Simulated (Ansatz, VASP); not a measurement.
**One calculation of W, two programs**

```xyz
1
Lattice="-1.5848 1.5848 1.5848 1.5848 -1.5848 1.5848 1.5848 1.5848 -1.5848" Properties=species:S:1:pos:R:3 pbc="T T T"
W     0.0000    0.0000    0.0000
```

Alike in both runs: functional r2SCAN; k mesh 8 × 8 × 8; no spin polarisation.

Ansatz relaxed the structure, and its values are those at the end. VASP's run is a single point on that final structure, the one shown.

```csv
,VASP,Ansatz
version,VASP 6.6.1,Ansatz 0.2.0
potentials or method,"VASP PAW PBE potentials, release 64 (W_sv), cutoff 550 eV",PAW plane waves
occupations,"fermi-dirac, width 0.1 eV",fermi-dirac
valence electrons in the cell,14,14
```

VASP gave:

```
gap on the k mesh at the Fermi level (eV) : none
pressure (GPa)                            : 1.2
```

Problem. What did Ansatz give for the same quantities?

Solution. gap on the k mesh at the Fermi level (eV): none; pressure (GPa): 0.0.

VASP's potentials were made for PBE, not for r2SCAN. A gap of «none» marks a metal or a gap that the smearing closes.

Neither program's run includes spin-orbit coupling.
